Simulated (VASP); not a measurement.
# SnS2 (P-3m1) in VASP: a series of runs, part 2 of 2

VASP 6.6.1. Earlier steps stand in the parts before.

### 3 Single point, HSE06

This run uses another cell than the first one, of 23.06 Å³/atom.

File POSCAR:

```
SnS2
1.0
    3.6607548066      0.0000000000      0.0000000000
   -1.8303774033      3.1703066595      0.0000000000
    0.0000000000      0.0000000000      5.9617808738
Sn S
1 2
Direct
    0.0000000000      0.0000000000      0.0000000000
    0.3333333333      0.6666666667      0.2455905351
    0.6666666667      0.3333333333      0.7544094649
```

File INCAR.step1:

```
ALGO = Normal ; EDIFF = 1E-5
ENCUT = 400 ; GGA = PE
GGA_COMPAT = F ; ISIF = 2
ISMEAR = 0 ; KPAR = 4
LASPH = T ; LCHARG = F
LREAL = F ; LWAVE = T
NBANDS = 20 ; NELM = 120
PREC = Accurate ; SIGMA = 0.01
```

File INCAR.step2:

```
ALGO = Normal ; EDIFF = 1E-6
ENCUT = 400 ; GGA = PE
GGA_COMPAT = F ; HFSCREEN = 0.2079
ISIF = 2 ; ISMEAR = 0
ISTART = 1 ; KPAR = 4
LASPH = T ; LCHARG = F
LHFCALC = T ; LREAL = F
LWAVE = F ; NBANDS = 20
NELM = 120 ; PREC = Accurate
PRECFOCK = Normal ; SIGMA = 0.01
```

File KPOINTS:

```
k-points
0
Gamma
  6 6 4
```

Potentials or basis: VASP PAW PBE potentials, release 64 (Sn_d, S).

Run with:

```
cat potpaw_PBE.64/Sn_d/POTCAR potpaw_PBE.64/S/POTCAR > POTCAR
cp INCAR.step1 INCAR
mpirun -np 4 vasp_std > vasp.out
cp INCAR.step2 INCAR
mpirun -np 4 vasp_std > vasp.out
```

OUTCAR:

```text
EDIFF = 1E-6
   ENCUT = 400
   GGA = PE
   HFSCREEN = 0.2079
   ISIF = 2
   ISMEAR = 0
   ISTART = 1
   LASPH = T
   LHFCALC = T
   LREAL = F
   NELM = 120
   PREC = Accurate
   PRECFOCK = Normal

 ion  position               nearest neighbor table
   1  0.000  0.000  0.000-   2 2.57   3 2.57   2 2.57   3 2.57   3 2.57   2 2.57
   2  0.333  0.667  0.246-   1 2.57   1 2.57   1 2.57
   3  0.667  0.333  0.754-   1 2.57   1 2.57   1 2.57

  LATTYP: Found a hexagonal cell.
 ALAT       =     3.6607548066
 C/A-ratio  =     1.6285660168

  Lattice vectors:

 A1 = (   3.6607548066,   0.0000000000,   0.0000000000)
 A2 = (  -1.8303774033,   3.1703066595,   0.0000000000)
 A3 = (   0.0000000000,   0.0000000000,   5.9617808738)

Analysis of symmetry for initial positions (statically):
=====================================================================
 Subroutine PRICEL returns:
 Original cell was already a primitive cell.

 Routine SETGRP: Setting up the symmetry group for a
 hexagonal supercell.

 Subroutine GETGRP returns: Found 12 space group operations
 (whereof 12 operations were pure point group operations)
 out of a pool of 24 trial point group operations.

The static configuration has the point symmetry D_3d.

Analysis of symmetry for dynamics (positions and initial velocities):
=====================================================================
 Subroutine PRICEL returns:
 Original cell was already a primitive cell.

 Routine SETGRP: Setting up the symmetry group for a
 hexagonal supercell.

 Subroutine GETGRP returns: Found 12 space group operations
 (whereof 12 operations were pure point group operations)
 out of a pool of 24 trial point group operations.
[... 121 lines left out ...]
     AMIX     =   0.40;   BMIX     =  1.00
     AMIX_MAG =   1.60;   BMIX_MAG =  1.00
  volume/ion in A,a.u.               =      23.06       155.64
  Fermi-wavevector in a.u.,A,eV,Ry     =   1.181363  2.232452 18.988538  1.395618
  Thomas-Fermi vector in A             =   2.317638
   LORBIT       =      0    0 simple, 1 ext, 2 COOP (PROOUT), +10 PAW based schemes
   GGA     = PE    functional components
   LHFCALC =     T    Hartree Fock is set to
   PRECFOCK=normal    Normal, Fast or Accurate (Low or Medium for compatibility)
   ENCUT4O =  -1.0   cutoff for four orbital integrals eV
   NKREDX  =     1    reduce k-point grid by
   NKREDY  =     1    reduce k-point grid by
   NKREDZ  =     1    reduce k-point grid by
   AEXX    =    0.2500 exact exchange contribution
   HFSCREEN=    0.2079 screening length (either q_TF or 0.3 A-1)
   HFSCREENC=   0.2079 screening length for correlation (either q_TF or 0.3 A-1)
   ENCUTFOCK=  -1.0 apply spherical cutoff to Coloumb kernel
   IVDW    =     0    specifies the selected vdW correction
   LEPSILON=     F    determine dielectric tensor
   LRPA    =     F    only Hartree local field effects (RPA)
 non-spin polarized calculation
 Gauss-broadening in eV      SIGMA  =   0.01
  energy-cutoff  :      400.00
  volume of cell :       69.19
 maximum number of plane-waves:      1272
  NGX = 18; NGY = 18; NGZ = 30

 number of electron      26.0000001 magnetization

 Free energy of the ion-electron system (eV)
  ---------------------------------------------------
  ext. energy  EPLUGINS =         0.00000000
  ---------------------------------------------------
  free energy    TOTEN  =       -16.19005628 eV

  energy without entropy =      -16.19005628  energy(sigma->0) =      -16.19005628

 E-fermi :   3.8967     XC(G=0):  -7.8964

 val. band max:        3.7671278138   @ k =   0.0000   0.0000   0.0000
 cond. band min:       6.1632418602   @ k =   0.5000   0.0000   0.2500
 fundamental gap:      2.3961140464
 Fermi energy:         3.8967024482

 k-point     1 :       0.0000    0.0000    0.0000
  band No.  band energies     occupation
      1     -19.0278      2.00000
      2     -19.0278      2.00000
      3     -18.9665      2.00000
      4     -18.9406      2.00000
      5     -18.9406      2.00000
      6     -11.2526      2.00000
[... 541 lines left out ...]
     19      14.5623      0.00000
     20      14.6375      0.00000

------------------------ aborting loop because EDIFF is reached ----------------------------------------

  FORCE on cell =-STRESS in cart. coord.  units (eV):
  Direction    XX          YY          ZZ          XY          YZ          ZX
  --------------------------------------------------------------------------------------
  -------------------------------------------------------------------------------------
  Total       -0.1257163     -0.1257163     -0.0976494      0.0000000      0.0000000      0.0000000
  in kB       -2.9110802     -2.9110802     -2.2611650      0.0000000      0.0000000      0.0000000
  external PRESSURE =      -2.6944418 kB  Pullay stress =       0.0000000 kB

 VOLUME and BASIS-vectors are now :
 -----------------------------------------------------------------------------
  energy-cutoff  :      400.00
  volume of cell :       69.19
      direct lattice vectors                 reciprocal lattice vectors
     3.660754807  0.000000000  0.000000000     0.273167708  0.157713450  0.000000000
    -1.830377403  3.170306660  0.000000000     0.000000000  0.315426899  0.000000000
     0.000000000  0.000000000  5.961780874     0.000000000  0.000000000  0.167735115

 POSITION                                       TOTAL-FORCE (eV/Angst)
 -----------------------------------------------------------------------------------
      0.00000      0.00000      0.00000        -0.000000      0.000000      0.000000
     -0.00000      2.11354      1.46416         0.000000     -0.000000     -0.272444
      1.83038      1.05677      4.49762        -0.000000      0.000000      0.272444
 -----------------------------------------------------------------------------------
    total drift:                               -0.000000      0.000000     -0.000000

  FREE ENERGIE OF THE ION-ELECTRON SYSTEM (eV)
  ---------------------------------------------------
  free  energy   TOTEN  =       -16.1900562768 eV

  energy  without entropy=      -16.1900562768  energy(sigma->0) =      -16.19005628
```

OSZICAR.step1:

```text
N       E                     dE             d eps       ncg     rms          rms(c)
DAV:   1     0.188065341825E+03    0.18807E+03   -0.10787E+04   996   0.129E+03
DAV:   2     0.721595555313E+01   -0.18085E+03   -0.17406E+03  1056   0.358E+02
DAV:   3    -0.129804101948E+02   -0.20196E+02   -0.19937E+02  1188   0.107E+02
DAV:   4    -0.136553363738E+02   -0.67493E+00   -0.67400E+00  1168   0.214E+01
DAV:   5    -0.136764814993E+02   -0.21145E-01   -0.21143E-01  1388   0.370E+00    0.869E+00
DAV:   6    -0.131895946644E+02    0.48689E+00   -0.97829E-01  1440   0.106E+01    0.627E+00
DAV:   7    -0.131645076301E+02    0.25087E-01   -0.29536E-01  1204   0.338E+00    0.208E+00
DAV:   8    -0.131637512657E+02    0.75636E-03   -0.28179E-02  1316   0.165E+00    0.639E-01
DAV:   9    -0.131641771126E+02   -0.42585E-03   -0.27739E-03  1176   0.395E-01    0.166E-01
DAV:  10    -0.131641709065E+02    0.62061E-05   -0.34371E-04  1272   0.127E-01    0.730E-02
DAV:  11    -0.131642249518E+02   -0.54045E-04   -0.76446E-05  1108   0.517E-02    0.227E-02
DAV:  12    -0.131642248537E+02    0.98159E-07   -0.30081E-06   720   0.124E-02
   1 F= -.13164225E+02 E0= -.13164225E+02  d E =-.427949E-80
```

Wall time 14 min (4 MPI ranks of Intel Xeon Platinum 8259CL at 2.50GHz (Skylake/Cascade Lake), shared host); peak memory 0.27 GiB.

Results:

```
Free energy            : -16.1901 eV
Pressure               : -0.3 GPa
Largest force          : 0.272 eV/Å
Band gap on the k mesh : 2.40 eV (least direct gap 2.76 eV)
```

Forces in eV/Å, atoms in the order of the input:
```
Sn   0.000  0.000  0.000
S    0.000  0.000 -0.272
S    0.000  0.000  0.272
```

Caveat: the PAW data sets were made with another functional, which shifts forces and pressure a little; spin-orbit coupling is left out, which moves the levels of the heavy elements; this functional lacks dispersion, which binds the layers, so the pressure and a relaxed spacing across them are unreliable.

### 4 Single point, PBE, non-collinear spin, zero start, spin-orbit coupling

This run uses another cell than the first one, of 23.06 Å³/atom.

File INCAR:

```
PREC = Accurate ; ENCUT = 500
EDIFF = 1E-6 ; ISMEAR = 0
SIGMA = 0.01 ; LREAL = False
LASPH = True ; NELM = 200
ALGO = Normal ; ISIF = 2
LWAVE = False ; LCHARG = False
LNONCOLLINEAR = True ; MAGMOM = 0 0 0 0 0 0 0 0 0
LORBIT = 11 ; LSORBIT = True
GGA_COMPAT = False ; LORBMOM = True
GGA = PE ; NBANDS = 39
```

File KPOINTS:

```
Automatic mesh
0
Gamma
  12 12 4
```

POSCAR is that of step 3.

Potentials or basis: VASP PAW PBE potentials, release 64 (Sn_d, S).

Run with:

```
cat potpaw_PBE.64/Sn_d/POTCAR potpaw_PBE.64/S/POTCAR > POTCAR
mpirun -np 1 vasp_ncl > vasp.out
```

OUTCAR:

```text
PREC = Accurate
   ENCUT = 500
   EDIFF = 1E-6
   ISMEAR = 0
   LREAL = False
   LASPH = True
   NELM = 200
   ISIF = 2
   LNONCOLLINEAR = True
   LORBIT = 11
   LSORBIT = True
   GGA = PE

 ion  position               nearest neighbor table
   1  0.000  0.000  0.000-   2 2.57   3 2.57   2 2.57   3 2.57   3 2.57   2 2.57
   2  0.333  0.667  0.246-   1 2.57   1 2.57   1 2.57
   3  0.667  0.333  0.754-   1 2.57   1 2.57   1 2.57

  LATTYP: Found a hexagonal cell.
 ALAT       =     3.6607548066
 C/A-ratio  =     1.6285660168

  Lattice vectors:

 A1 = (   3.6607548066,   0.0000000000,   0.0000000000)
 A2 = (  -1.8303774033,   3.1703066595,   0.0000000000)
 A3 = (   0.0000000000,   0.0000000000,   5.9617808738)

Analysis of symmetry for initial positions (statically):
=====================================================================
 Subroutine PRICEL returns:
 Original cell was already a primitive cell.

 Routine SETGRP: Setting up the symmetry group for a
 hexagonal supercell.

 Subroutine GETGRP returns: Found 12 space group operations
 (whereof 12 operations were pure point group operations)
 out of a pool of 24 trial point group operations.

The static configuration has the point symmetry D_3d.

Analysis of symmetry for dynamics (positions and initial velocities):
=====================================================================
 Subroutine PRICEL returns:
 Original cell was already a primitive cell.

 Routine SETGRP: Setting up the symmetry group for a
 hexagonal supercell.

 Subroutine GETGRP returns: Found 12 space group operations
 (whereof 12 operations were pure point group operations)
 out of a pool of 24 trial point group operations.

The dynamic configuration has the point symmetry D_3d.

Analysis of structural, dynamic, and magnetic symmetry:
=====================================================================
 Subroutine PRICEL returns:
 Original cell was already a primitive cell.

 Routine SETGRP: Setting up the symmetry group for a
 hexagonal supercell.

 Subroutine GETGRP returns: Found 12 space group operations
[... 1193 lines left out ...]
            0.000  -0.000   0.000

 orbital moment (y)

 # of ion     p       d       tot
 ----------------------------------------
  1         0.000   0.000   0.000
  2        -0.000   0.000  -0.000
  3        -0.000   0.000  -0.000
 ----------------------------------------
           -0.000   0.000  -0.000

 orbital moment (z)

 # of ion     p       d       tot
 ----------------------------------------
  1         0.000   0.000   0.000
  2         0.000   0.000   0.000
  3         0.000   0.000   0.000
 ----------------------------------------
            0.000   0.000   0.000

 Spin-Orbit-Coupling matrix elements

 Ion:    1  E_soc:     -0.0862113
 l=   1
     0.0000000    -0.0083791    -0.0084107
    -0.0083791     0.0000000    -0.0083791
    -0.0084107    -0.0083791     0.0000000
 l=   2
     0.0000000    -0.0011903     0.0000000    -0.0011903    -0.0048081
    -0.0011903     0.0000000    -0.0035943    -0.0011789    -0.0011903
     0.0000000    -0.0035943     0.0000000    -0.0035943     0.0000000
    -0.0011903    -0.0011789    -0.0035943     0.0000000    -0.0011903
    -0.0048081    -0.0011903     0.0000000    -0.0011903     0.0000000
 l=   3
     0.0000000     0.0000000     0.0000000     0.0000000     0.0000000     0.0000000     0.0000000
     0.0000000     0.0000000     0.0000000     0.0000000     0.0000000     0.0000000     0.0000000
     0.0000000     0.0000000     0.0000000     0.0000000     0.0000000     0.0000000     0.0000000
     0.0000000     0.0000000     0.0000000     0.0000000     0.0000000     0.0000000     0.0000000
[... 29 lines left out ...]
 l=   2
     0.0000000     0.0000000     0.0000000     0.0000000     0.0000000
     0.0000000     0.0000000     0.0000000     0.0000000     0.0000000
     0.0000000     0.0000000     0.0000000     0.0000000     0.0000000
     0.0000000     0.0000000     0.0000000     0.0000000     0.0000000
     0.0000000     0.0000000     0.0000000     0.0000000     0.0000000
 l=   3
     0.0000000     0.0000000     0.0000000     0.0000000     0.0000000     0.0000000     0.0000000
     0.0000000     0.0000000     0.0000000     0.0000000     0.0000000     0.0000000     0.0000000
     0.0000000     0.0000000     0.0000000     0.0000000     0.0000000     0.0000000     0.0000000
     0.0000000     0.0000000     0.0000000     0.0000000     0.0000000     0.0000000     0.0000000
     0.0000000     0.0000000     0.0000000     0.0000000     0.0000000     0.0000000     0.0000000
     0.0000000     0.0000000     0.0000000     0.0000000     0.0000000     0.0000000     0.0000000
     0.0000000     0.0000000     0.0000000     0.0000000     0.0000000     0.0000000     0.0000000

 total charge

# of ion       s       p       d       tot
------------------------------------------
    1        1.018   1.045  10.146  12.210
    2        1.365   2.341   0.000   3.706
    3        1.365   2.341   0.000   3.706
--------------------------------------------------
tot          3.748   5.727  10.146  19.622

 magnetization (x)

# of ion       s       p       d       tot
------------------------------------------
    1       -0.000   0.000   0.000  -0.000
    2        0.000   0.000   0.000   0.000
    3        0.000   0.000   0.000   0.000
--------------------------------------------------
tot          0.000   0.000   0.000   0.000

 magnetization (y)

# of ion       s       p       d       tot
------------------------------------------
    1        0.000   0.000   0.000   0.000
    2        0.000  -0.000   0.000  -0.000
    3       -0.000  -0.000   0.000  -0.000
--------------------------------------------------
tot         -0.000  -0.000   0.000  -0.000

 magnetization (z)

# of ion       s       p       d       tot
------------------------------------------
    1        0.000  -0.000   0.000  -0.000
    2        0.000   0.000   0.000   0.000
    3        0.000   0.000   0.000   0.000
--------------------------------------------------
tot          0.000  -0.000   0.000  -0.000
```

OSZICAR:

```text
N       E                     dE             d eps       ncg     rms          rms(c)
DAV:   1     0.262875747585E+03    0.26288E+03   -0.11409E+04  5882   0.157E+03
DAV:   2     0.287251425803E+02   -0.23415E+03   -0.22089E+03  5537   0.481E+02
DAV:   3    -0.114471408216E+02   -0.40172E+02   -0.39254E+02  6401   0.158E+02
DAV:   4    -0.136496476835E+02   -0.22025E+01   -0.21888E+01  6657   0.411E+01
DAV:   5    -0.137195638547E+02   -0.69916E-01   -0.69896E-01  7626   0.740E+00    0.873E+00
DAV:   6    -0.132380589825E+02    0.48150E+00   -0.64365E-01  7934   0.109E+01    0.615E+00
DAV:   7    -0.132150539379E+02    0.23005E-01   -0.30401E-01  6890   0.356E+00    0.219E+00
DAV:   8    -0.132141895788E+02    0.86436E-03   -0.25343E-02  7830   0.170E+00    0.991E-01
DAV:   9    -0.132145371112E+02   -0.34753E-03   -0.26053E-03  6981   0.366E-01    0.293E-01
DAV:  10    -0.132145875314E+02   -0.50420E-04   -0.50198E-04  7812   0.233E-01    0.114E-01
DAV:  11    -0.132146084776E+02   -0.20946E-04   -0.19562E-04  6409   0.878E-02    0.378E-02
DAV:  12    -0.132146313389E+02   -0.22861E-04   -0.26077E-05  6286   0.409E-02    0.261E-02
DAV:  13    -0.132146314594E+02   -0.12045E-06   -0.15077E-06  6157   0.140E-02
   1 F= -.13214631E+02 E0= -.13214631E+02  d E =-.565880E-27  mag=    -0.0000    -0.0000    -0.0000
```

It took 3.5 min on 1 thread of Intel Xeon 6975P-C (Granite Rapids), shared host; peak memory 0.47 GiB.

Results:

| Item | Value |
| --- | --- |
| Free energy | -13.2146 eV |
| Pressure | 3.0 GPa |
| Largest force | 0.213 eV/Å |
| Net moment | 0.00 μB per cell |
| Valence electrons inside the program's atomic spheres | Sn 12.21; S 3.71 |

Forces in eV/Å, atoms in the order of the input:
```
Sn   0.000  0.000  0.000
S    0.000  0.000  0.213
S    0.000  0.000 -0.213
```

Stress tensor (GPa, compression positive):
```
2.92 0.00 0.00
0.00 2.92 0.00
0.00 0.00 3.09
```

Moments on the atoms (μB; x, y, z):
```
Sn  0.00 0.00 0.00
S   0.00 0.00 0.00
S   0.00 0.00 0.00
```

Caveat: this functional lacks dispersion, which binds the layers, so the pressure and a relaxed spacing across them are unreliable.

### 5 The runs side by side

```csv
task,level,spin,cell,k mesh,cutoff (eV),smearing,grid for exact exchange (PRECFOCK),share of exact exchange,screening parameter,gap on the mesh (eV),pressure (GPa),largest force (eV/Å)
relaxation of cell and atoms,r2SCAN+rVV10,off,"relaxed from a = 3.669, b = 3.669, c = 5.810 Å, angles 90.0, 90.0, 120.0°, 3 atoms, atomic positions A",12 × 12 × 4,550,fermi-dirac 0.02 eV,-,-,-,1.78,0.0,-
single point,HSE06,off,"a = 3.661, b = 3.661, c = 5.962 Å, angles 90.0, 90.0, 120.0°, 3 atoms, atomic positions B",6 × 6 × 4,400,gaussian 0.01 eV,Normal,0.25,0.2079 1/Å,2.40,-0.3,0.27
single point,PBE,"non-collinear, zero start, SOC","a = 3.661, b = 3.661, c = 5.962 Å, angles 90.0, 90.0, 120.0°, 3 atoms, atomic positions B",12 × 12 × 4,500,gaussian 0.01 eV,-,-,-,-,3.0,0.21
```

Alike in all rows: potentials or basis VASP PAW PBE potentials, release 64 (Sn_d, S).

Caveats: the PAW data sets were made with another functional, which shifts forces and pressure a little (at least some runs); spin-orbit coupling is left out, which moves the levels of the heavy elements (at least some runs); this functional lacks dispersion, which binds the layers, so the pressure and a relaxed spacing across them are unreliable (at least some runs).

Absolute energies hang on the potentials; compare differences alone.
